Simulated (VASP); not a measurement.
A run of VASP 6.6.1 is set up as follows.

INCAR

```
  ALGO = Normal
  EDIFF = 1E-6
  ENCUT = 500
  GGA = PE
  GGA_COMPAT = F
  ISIF = 2
  ISMEAR = 0
  LASPH = T
  LCHARG = F
  LREAL = F
  LWAVE = F
  NBANDS = 26
  NELM = 120
  PREC = Accurate
  SIGMA = 0.02
```

KPOINTS

```
k-points
0
Gamma
  6 6 4
```

File POSCAR:

```
AgI
1.0
    4.6159924891      0.0000000000      0.0000000000
   -2.3079962446      3.9975667593      0.0000000000
    0.0000000000      0.0000000000      7.7814994377
Ag I
2 2
Direct
    0.3333333333      0.6666666667      0.0066538623
    0.6666666667      0.3333333333      0.5066538623
    0.3333333333      0.6666666667      0.3732461377
    0.6666666667      0.3333333333      0.8732461377
```

Potentials or basis: VASP PAW PBE potentials, release 64 (Ag, I).

Launch:

```bash
$ cat potpaw_PBE.64/Ag/POTCAR potpaw_PBE.64/I/POTCAR > POTCAR
$ mpirun -np 1 vasp_std > vasp.out
```

Question: Predict the pressure.

Answer: 0.3 GPa.

Question: Predict the largest force.

Answer: 0.005 eV/Å.

Question: Estimate the band gap on the k mesh.

Answer: 1.35 eV.

Stress tensor (GPa, compression positive):
```
 0.48  0.00  0.00
 0.00  0.48  0.00
 0.00  0.00 -0.05
```

Caveat: the cell differs from its parent crystal (biaxial strain in the a-b plane: -1.5 %, then relaxed in part); spin-orbit coupling is left out, which moves the levels of the heavy elements.
